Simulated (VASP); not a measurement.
Input of a VASP 6.6.1 run:

The input INCAR:

```
PREC     = Accurate       # precision mode
ENCUT    = 520            # plane-wave cutoff, eV
EDIFF    = 1E-6           # SCF threshold, eV
ISMEAR   = -1             # smearing method
SIGMA    = 0.02           # smearing width, eV
LREAL    = F              # projectors in reciprocal space
LASPH    = T              # aspherical terms in the spheres
NELM     = 60             # most SCF steps
ALGO     = Normal         # electronic algorithm
ISIF     = 2              # what is computed and relaxed
LWAVE    = F              # write WAVECAR
LCHARG   = F              # write CHGCAR
GGA      = PS             # functional
NBANDS   = 27             # bands
```

The input KPOINTS:

```
Automatic mesh
0
Gamma
  7 7 6
```

POSCAR

```
InSe
1.0
    5.8679026766     -2.0550000000      0.0000000000
    5.8679026766      2.0550000000      0.0000000000
   -1.5994156962      0.0000000000      4.2371832783
In Se
2 2
Direct
    0.8840000000      0.8840000000      0.0050000000
    0.1160000000      0.1160000000      0.9950000000
    0.6600000000      0.6600000000      0.6420000000
    0.3400000000      0.3400000000      0.3580000000
```

Potentials or basis: VASP PAW PBE potentials, release 64 (In_d, Se).

The run is started by

```bash
$ cat potpaw_PBE.64/In_d/POTCAR potpaw_PBE.64/Se/POTCAR > POTCAR
$ mpirun -np 1 vasp_std > vasp.out
```

(1) Predict the pressure.

(2) What does it give for the largest force?

Answers

(1) 1.0 GPa.

(2) 0.825 eV/Å.

Caveat: the cell differs from its parent crystal (zz strain of -2 %); the PAW data sets were made with another functional, which shifts forces and pressure a little.
